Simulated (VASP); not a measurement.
# Li in VASP: notebook

Aim: see how the results for Li move with the level of theory and the settings. Levels: PBE, RPBE. Tasks: single point, relaxation of cell and atoms.

Everything below comes from runs of VASP 6.6.1. Logs are shortened: lines on timing, memory, paths and dates and some standing lists are left out, and cuts for length are marked.

**1. The cell of the first run**

The typed cell holds 4 atoms: a = 4.454 Å, b = 4.454 Å, c = 4.454 Å, α = 90.00°, β = 90.00°, γ = 90.00°.

**2. Single point, PBE (atoms moved at random)**

The input, INCAR:

```
PREC = Accurate ; ENCUT = 520
EDIFF = 1E-7 ; ISMEAR = -1
SIGMA = 0.05 ; LREAL = False
LASPH = True ; NELM = 80
ALGO = Normal ; ISIF = 2
LWAVE = False ; LCHARG = False
GGA = PE ; NBANDS = 14
```

The input, KPOINTS:

```
regular mesh
0
Gamma
  6 6 6
```

The input, POSCAR:

```
Li
1.0
    4.4544403333      0.0000000000      0.0000000000
    0.0000000000      4.4544403333      0.0000000000
    0.0000000000      0.0000000000      4.4544403333
Li
4
Direct
    0.6319310000      0.8788620000      0.1331740000
    0.1295530000      0.6219920000      0.8739650000
    0.3763590000      0.3852040000      0.3804900000
    0.8744650000      0.1275130000      0.6298080000
```

Potentials or basis: VASP PAW PBE potentials, release 64 (Li_sv).

On the command line:

```bash
$ cat potpaw_PBE.64/Li_sv/POTCAR > POTCAR
$ mpirun -np 1 vasp_std > vasp.out
```

OUTCAR:

```text
PREC = Accurate
   ENCUT = 520
   EDIFF = 1E-7
   ISMEAR = -1
   LREAL = False
   LASPH = True
   NELM = 80
   ISIF = 2
   GGA = PE

 ion  position               nearest neighbor table
   1  0.632  0.879  0.133-
   2  0.130  0.622  0.874-
   3  0.376  0.385  0.380-
   4  0.874  0.128  0.630-

  LATTYP: Found a simple cubic cell.
 ALAT       =     4.4544403333

  Lattice vectors:

 A1 = (   4.4544403333,   0.0000000000,   0.0000000000)
 A2 = (   0.0000000000,   4.4544403333,   0.0000000000)
 A3 = (   0.0000000000,   0.0000000000,   4.4544403333)

Analysis of symmetry for initial positions (statically):
=====================================================================
 Subroutine PRICEL returns:
 Original cell was already a primitive cell.

 Routine SETGRP: Setting up the symmetry group for a
 simple cubic supercell.

 Subroutine GETGRP returns: Found  1 space group operations
 (whereof  1 operations were pure point group operations)
 out of a pool of 48 trial point group operations.

The static configuration has the point symmetry C_1 .

Analysis of symmetry for dynamics (positions and initial velocities):
=====================================================================
 Subroutine PRICEL returns:
 Original cell was already a primitive cell.

 Routine SETGRP: Setting up the symmetry group for a
 simple cubic supercell.

 Subroutine GETGRP returns: Found  1 space group operations
 (whereof  1 operations were pure point group operations)
 out of a pool of 48 trial point group operations.

The dynamic configuration has the point symmetry C_1 .

 Subroutine INISYM returns: Found  1 space group operations
 (whereof  1 operations are pure point group operations),
 and found     1 'primitive' translations

----------------------------------------------------------------------------------------

                                     Primitive cell

  volume of cell :      88.3852

  direct lattice vectors                    reciprocal lattice vectors
     4.454440333  0.000000000  0.000000000     0.224495094  0.000000000  0.000000000
     0.000000000  4.454440333  0.000000000     0.000000000  0.224495094  0.000000000
     0.000000000  0.000000000  4.454440333     0.000000000  0.000000000  0.224495094

  length of vectors
     4.454440333  4.454440333  4.454440333     0.224495094  0.224495094  0.224495094

  position of ions in fractional coordinates (direct lattice)
     0.631931000  0.878862000  0.133174000
     0.129553000  0.621992000  0.873965000
     0.376359000  0.385204000  0.380490000
     0.874465000  0.127513000  0.629808000

  ion indices of the primitive-cell ions
   primitive index   ion index
                 1           1
                 2           2
                 3           3
                 4           4

----------------------------------------------------------------------------------------

 KPOINTS: regular mesh

Automatic generation of k-mesh.
 Grid dimensions read from file:
 generate k-points for:    6    6    6

 Generating k-lattice:

  Cartesian coordinates                     Fractional coordinates (reciprocal lattice)
     0.037415849  0.000000000  0.000000000     0.166666667  0.000000000  0.000000000
     0.000000000  0.037415849  0.000000000     0.000000000  0.166666667  0.000000000
     0.000000000  0.000000000  0.037415849     0.000000000  0.000000000  0.166666667

  Length of vectors
     0.037415849  0.037415849  0.037415849

  Shift w.r.t. Gamma in fractional coordinates (k-lattice)
     0.000000000  0.000000000  0.000000000

 Subroutine IBZKPT returns following result:
 ===========================================

 Found    112 irreducible k-points:

 Following reciprocal coordinates:
            Coordinates               Weight
  0.000000  0.000000  0.000000      1.000000
  0.166667  0.000000  0.000000      2.000000
  0.000000  0.166667  0.000000      2.000000
  0.000000  0.000000  0.166667      2.000000
  0.333333  0.000000  0.000000      2.000000
  0.000000  0.333333  0.000000      2.000000
[... 16 lines left out ...]
  0.000000 -0.333333  0.166667      2.000000
 -0.166667  0.000000  0.333333      2.000000
 [... further k-points ...]
   k-points           NKPTS =    112   k-points in BZ     NKDIM =    112   number of bands    NBANDS=     14
   number of dos      NEDOS =    301   number of ions     NIONS =      4
   total plane-waves  NPLWV =  46656
   dimension x,y,z NGX =    36 NGY =   36 NGZ =   36
   dimension x,y,z NGXF=    72 NGYF=   72 NGZF=   72
   ions per type =               4
   NGX,Y,Z   is equivalent  to a cutoff of  13.44, 13.44, 13.44 a.u.
   NGXF,Y,Z  is equivalent  to a cutoff of  26.87, 26.87, 26.87 a.u.
 SYSTEM =  unknown system
   PREC   = accura    normal or accurate (medium, high low for compatibility)
   ISTART =      0    job   : 0-new  1-cont  2-samecut
   ICHARG =      2    charge: 1-file 2-atom 10-const
   ISPIN  =      1    spin polarized calculation?
   LNONCOLLINEAR =      F non collinear calculations
   LSORBIT =      F    spin-orbit coupling
   LASPH  =      T    aspherical Exc in radial PAW
   ENCUT  =  520.0 eV  38.22 Ry    6.18 a.u.   8.28  8.28  8.28*2*pi/ulx,y,z
   NELM   =     80;   NELMIN=  2; NELMDL= -5     # of ELM steps
   EDIFF  = 0.1E-06   stopping-criterion for ELM
   LREAL  =      F    real-space projection
   EDIFFG = 0.1E-05   stopping-criterion for IOM
   NSW    =      0    number of steps for IOM
   IBRION =     -1    ionic relax: 0-MD 1-quasi-New 2-CG
   NFREE  =      0    steps in history (QN), initial steepest desc. (CG)
   ISIF   =      2    stress and relaxation
   ISYM   =      2    0-nonsym 1-usesym 2-fastsym
   POTIM  = 0.5000    time-step for ionic-motion
   TEBEG  =    0.0;   TEEND  =   0.0 temperature during run
   PSTRESS=    0.0 pullay stress
   NELECT =      12.0000    total number of electrons
   NUPDOWN=      -1.0000    fix difference up-down
   EMIN   =  10.00;   EMAX   =-10.00  energy-range for DOS
   EFERMI =   0.00;   METHOD = LEGACY
   ISMEAR =    -1;   SIGMA  =   0.05  broadening in eV -4-tet -1-fermi 0-gaus
   EFERMI_NEDOS =   21; number of points for ismear=-14 and -15
   IALGO  =     38    algorithm
   IMIX   =      4    mixing-type and parameters
     AMIX     =   0.40;   BMIX     =  1.00
     AMIX_MAG =   1.60;   BMIX_MAG =  1.00
  volume/ion in A,a.u.               =      22.10       149.11
  Fermi-wavevector in a.u.,A,eV,Ry     =   0.841412  1.590038  9.632576  0.707974
  Thomas-Fermi vector in A             =   1.955952
   LORBIT       =      0    0 simple, 1 ext, 2 COOP (PROOUT), +10 PAW based schemes
   GGA     = PE    functional components
   LHFCALC =     F    Hartree Fock is set to
   AEXX    =    0.0000 exact exchange contribution
   IVDW    =     0    specifies the selected vdW correction
   LEPSILON=     F    determine dielectric tensor
   LRPA    =     F    only Hartree local field effects (RPA)
 non-spin polarized calculation
  energy-cutoff  :      520.00
  volume of cell :       88.39
 maximum number of plane-waves:      2408
 NGX is ok and might be reduce to    36
   NGX = 17   NGY = 17   NGZ = 17

 number of electron      12.0000000 magnetization

 Free energy of the ion-electron system (eV)
  ---------------------------------------------------
  ext. energy  EPLUGINS =         0.00000000
  ---------------------------------------------------
  free energy    TOTEN  =        -6.59587406 eV

  energy without entropy =       -6.58286561  energy(sigma->0) =       -6.58936983

 E-fermi :   0.5797     XC(G=0):  -6.8277

 val. band max:        0.5722902392   @ k =   0.0000   0.3333   0.3333
 cond. band min:       0.5800522198   @ k =   0.3333   0.0000   0.3333
 fundamental gap:      0.0077619806
 Fermi energy:         0.5797424294

 k-point     1 :       0.0000    0.0000    0.0000
  band No.  band energies     occupation
      1     -46.6866      2.00000
      2     -46.6490      2.00000
      3     -46.6446      2.00000
      4     -46.6435      2.00000
      5      -3.0124      2.00000
      6       2.6156      0.00000
      7       2.6687      0.00000
      8       2.7471      0.00000
      9       2.8128      0.00000
     10       2.8642      0.00000
     11       2.9230      0.00000
     12       8.4188      0.00000
     13       8.4746      0.00000
     14       8.7608      0.00000

 k-point     2 :       0.1667    0.0000    0.0000
  band No.  band energies     occupation
      1     -46.6847      2.00000
      2     -46.6537      2.00000
      3     -46.6439      2.00000
      4     -46.6415      2.00000
      5      -2.8539      2.00000
      6       1.0367      0.00021
      7       2.6761      0.00000
      8       2.7420      0.00000
      9       2.9958      0.00000
     10       3.0530      0.00000
     11       4.7458      0.00000
     12       7.2487      0.00000
     13       7.8296      0.00000
     14       7.8468      0.00000

 k-point     3 :       0.0000    0.1667    0.0000
  band No.  band energies     occupation
      1     -46.6846      2.00000
      2     -46.6531      2.00000
      3     -46.6449      2.00000
      4     -46.6411      2.00000
      5      -2.8539      2.00000
      6       1.0309      0.00024
      7       2.6913      0.00000
      8       2.7315      0.00000
      9       3.0209      0.00000
     10       3.0451      0.00000
     11       4.7190      0.00000
     12       7.2246      0.00000
     13       7.8544      0.00000
     14       7.8682      0.00000

 k-point     4 :       0.0000    0.0000    0.1667
  band No.  band energies     occupation
      1     -46.6845      2.00000
      2     -46.6521      2.00000
      3     -46.6462      2.00000
      4     -46.6409      2.00000
      5      -2.8539      2.00000
      6       1.0237      0.00028
      7       2.6617      0.00000
      8       2.7910      0.00000
      9       2.9626      0.00000
     10       3.1052      0.00000
     11       4.6808      0.00000
     12       7.1953      0.00000
     13       7.8688      0.00000
     14       7.9160      0.00000

 k-point     5 :       0.3333    0.0000    0.0000
  band No.  band energies     occupation
      1     -46.6790      2.00000
      2     -46.6619      2.00000
      3     -46.6427      2.00000
      4     -46.6399      2.00000
      5      -2.3746      2.00000
      6      -0.4316      2.00000
      7       2.8049      0.00000
      8       2.8505      0.00000
      9       3.5028      0.00000
     10       3.5383      0.00000
     11       5.9886      0.00000
[... 276 lines left out ...]
 k-point    22 :       0.0000    0.1667    0.3333
  band No.  band energies     occupation
      1     -46.6766      2.00000
      2     -46.6611      2.00000
      3     -46.6441      2.00000
      4     -46.6417      2.00000
      5      -2.2176      2.00000
      6      -0.2981      2.00000
      7       1.6643      0.00000
      8       2.7702      0.00000
      9       3.3630      0.00000
     10       4.0297      0.00000
     11       6.0407      0.00000
     12       6.2491      0.00000
     13       6.4818      0.00000
     14       7.9438      0.00000

 k-point    23 :       0.0000   -0.3333    0.1667
  band No.  band energies     occupation
      1     -46.6773      2.00000
      2     -46.6603      2.00000
      3     -46.6462      2.00000
      4     -46.6397      2.00000
      5      -2.2174      2.00000
      6      -0.2957      2.00000
      7       1.6474      0.00000
      8       2.7986      0.00000
      9       3.3483      0.00000
     10       4.0411      0.00000
     11       6.0360      0.00000
     12       6.2360      0.00000
     13       6.4788      0.00000
     14       7.9540      0.00000

 k-point    24 :      -0.1667    0.0000    0.3333
  band No.  band energies     occupation
      1     -46.6768      2.00000
      2     -46.6610      2.00000
      3     -46.6447      2.00000
      4     -46.6410      2.00000
      5      -2.2178      2.00000
      6      -0.3000      2.00000
      7       1.6750      0.00000
      8       2.7771      0.00000
      9       3.3373      0.00000
     10       4.0309      0.00000
     11       6.0489      0.00000
     12       6.2470      0.00000
     13       6.5137      0.00000
     14       7.9098      0.00000

 [... further k-points ...]

------------------------ aborting loop because EDIFF is reached ----------------------------------------

  FORCE on cell =-STRESS in cart. coord.  units (eV):
  Direction    XX          YY          ZZ          XY          YZ          ZX
  --------------------------------------------------------------------------------------
  -------------------------------------------------------------------------------------
  Total       -0.1724255     -0.0157643      0.2010667      0.0554429      0.0660474     -0.0283341
  in kB       -3.1255948     -0.2857633      3.6447796      1.0050261      1.1972558     -0.5136187
  external PRESSURE =       0.0778072 kB  Pullay stress =       0.0000000 kB

 VOLUME and BASIS-vectors are now :
 -----------------------------------------------------------------------------
  energy-cutoff  :      520.00
  volume of cell :       88.39
      direct lattice vectors                 reciprocal lattice vectors
     4.454440333  0.000000000  0.000000000     0.224495094  0.000000000  0.000000000
     0.000000000  4.454440333  0.000000000     0.000000000  0.224495094  0.000000000
     0.000000000  0.000000000  4.454440333     0.000000000  0.000000000  0.224495094

 POSITION                                       TOTAL-FORCE (eV/Angst)
 -----------------------------------------------------------------------------------
      2.81490      3.91484      0.59322        -0.013440     -0.001117     -0.025865
      0.57709      2.77063      3.89302        -0.006196      0.059806      0.046700
      1.67647      1.71587      1.69487         0.013746     -0.046091     -0.032387
      3.89525      0.56800      2.80544         0.005890     -0.012598      0.011552
 -----------------------------------------------------------------------------------
    total drift:                               -0.000256      0.000587     -0.000642

  FREE ENERGIE OF THE ION-ELECTRON SYSTEM (eV)
  ---------------------------------------------------
  free  energy   TOTEN  =        -6.5958740619 eV

  energy  without entropy=       -6.5828656059  energy(sigma->0) =       -6.58936983
```

Wall time 1.7 min (1 thread of AMD EPYC 7R13 (Zen 3), shared host); peak memory 0.22 GiB.

What came out:

```
Free energy            : -6.5959 eV
Largest force          : 0.076 eV/Å
Band gap on the k mesh : zero (bands 6 and 7 overlap by 2.33 eV)
```

Forces in eV/Å, atoms in the order of the input:
```
Li  -0.013 -0.001 -0.026
Li  -0.006  0.060  0.047
Li   0.014 -0.046 -0.032
Li   0.006 -0.013  0.012
```

Caveat: the cell differs from its parent crystal (atoms moved at random); the cutoff is under 1.25 times the usual one of these potentials, so pressure, stress and relaxed cells hold a basis-set (Pulay) error.

**3. Relaxation of cell and atoms, RPBE (20.99 Å³/atom)**

This run uses another cell than the first one, of 20.99 Å³/atom.

The input, POSCAR:

```
Li
1.0
    4.3789267565      0.0000000000      0.0000000000
    0.0000000000      4.3789267565      0.0000000000
    0.0000000000      0.0000000000      4.3789267565
Li
4
Direct
    0.6254320000      0.8745680000      0.1254320000
    0.1254320000      0.6254320000      0.8745680000
    0.3745680000      0.3745680000      0.3745680000
    0.8745680000      0.1254320000      0.6254320000
```

The input, INCAR.step1:

```
SYSTEM = Li
ALGO = Normal
EDIFF = 1E-7
EDIFFG = -0.002
ENCUT = 1050
GGA = RP
GGA_COMPAT = .FALSE.
IBRION = 2
ISIF = 3
ISMEAR = 1
KPAR = 8
LASPH = .TRUE.
LCHARG = .FALSE.
LREAL = .FALSE.
LWAVE = .FALSE.
NELM = 120
NELMIN = 4
NSW = 80
POTIM = 0.5
PREC = Accurate
SIGMA = 0.05
```

The input, INCAR.step4:

```
SYSTEM = Li
ALGO = Normal
EDIFF = 1E-7
ENCUT = 1050
GGA = RP
GGA_COMPAT = .FALSE.
ISIF = 2
ISMEAR = 1
KPAR = 8
LASPH = .TRUE.
LCHARG = .FALSE.
LREAL = .FALSE.
LWAVE = .FALSE.
NELM = 120
PREC = Accurate
SIGMA = 0.05
```

The input, KPOINTS:

```
Automatic mesh
0
Gamma
  8 8 8
  0 0 0
```

Potentials or basis: VASP PAW PBE potentials, release 64 (Li_sv).

On the command line:

```bash
$ cat potpaw_PBE.64/Li_sv/POTCAR > POTCAR
$ cp INCAR.step1 INCAR
$ cp POSCAR.step1 POSCAR
$ mpirun -np 8 vasp_std > vasp.out
$ cp CONTCAR POSCAR
$ mpirun -np 8 vasp_std > vasp.out
$ cp CONTCAR POSCAR
$ mpirun -np 8 vasp_std > vasp.out
$ cp CONTCAR POSCAR
$ cp INCAR.step4 INCAR
$ mpirun -np 8 vasp_std > vasp.out
```

It took 7 min on 8 MPI ranks of AMD EPYC 9R45 (Zen 5), shared host; peak memory 0.4 GiB.

It converged, with:

```yaml
Free_energy: -7.2628 eV
Relaxed_volume: 20.90 Å³/atom
Relaxed_cell: a = 4.372 Å, b = 4.372 Å, c = 4.372 Å, α = 90.00°, β = 90.00°, γ = 90.00°
Space_group_after_relaxing_to_0.1_Å: Fm-3m (No. 225)
Energy_gained_by_relaxing: 269.9 meV/atom
Ionic_steps: 28
Pressure_after_relaxing: 0.0 GPa
Band_gap_on_the_k_mesh: zero (bands 6 and 7 overlap by 2.09 eV)
```

Step by step:
```tsv
step	energy change (eV)	largest force (eV/Å)	pressure (GPa)	volume (Å³)
1	0.0000	0.0049	0.93	83.97
2	-0.0213	0.0057	0.21	90.01
3	-0.0225	0.0061	-0.01	92.09
4	-0.0226	0.0089	0.01	91.89
5	-0.0229	0.0220	0.10	90.96
6	-0.0238	0.0783	0.52	87.33
7	-0.0188	0.3106	2.69	73.74
8	-0.0213	0.2640	2.16	76.27
9	-0.0213	0.2641	2.16	76.27
10	-0.0213	0.2643	2.16	76.26
11	-0.0213	0.2650	2.17	76.22
12	-0.0214	0.2679	2.20	76.07
13	-0.0216	0.2794	2.32	75.49
14	-0.0221	0.3247	2.82	73.17
15	-0.0214	0.3440	3.07	72.13
16	-0.0238	0.3704	3.41	70.83
17	-0.0251	0.4673	5.22	65.17
18	-0.0424	0.5119	6.87	61.41
19	-0.0369	0.5191	7.40	60.40
20	-0.1264	0.5140	7.79	59.73
21	-0.4106	0.2347	9.84	56.79
22	-0.8747	0.0483	4.50	66.42
23	-1.0472	0.1481	0.51	80.78
24	-1.0539	0.1286	0.54	80.58
25	-1.0797	0.0025	-0.02	83.65
26	-1.0797	0.0005	-0.01	83.58
27	-1.0796	0.0005	-0.01	83.58
28	-1.0796	0.0005	-0.01	83.58
```

Final structure:
```cif
data_structure
_symmetry_space_group_name_H-M 'P 1'
_symmetry_Int_Tables_number 1
_cell_length_a 4.3723
_cell_length_b 4.3723
_cell_length_c 4.3723
_cell_angle_alpha 90.000
_cell_angle_beta 90.000
_cell_angle_gamma 90.000
_cell_volume 83.58
loop_
_atom_site_label
_atom_site_type_symbol
_atom_site_fract_x
_atom_site_fract_y
_atom_site_fract_z
_atom_site_occupancy
Li1 Li 0.75004 0.74996 0.25004 1
Li2 Li 0.25004 0.75004 0.74996 1
Li3 Li 0.24996 0.24996 0.24996 1
Li4 Li 0.74996 0.25004 0.75004 1
```

Levels at points of the mesh, in eV from the Fermi level:
```tsv
k point	band 4	band 5	band 6	band 7	band 8	band 9
(0.00, 0.00, 0.00)	-46.70	-3.50	1.57	1.57	1.57	4.62
(0.50, 0.00, 0.00)	-46.70	-2.00	-2.00	3.50	3.50	3.50
(0.50, 0.50, 0.00)	-46.71	-0.52	-0.52	-0.52	-0.52	5.42
(0.50, 0.50, 0.50)	-46.71	0.04	0.04	0.04	0.04	2.86
```

Caveat: the PAW data sets were made with another functional, which shifts forces and pressure a little.
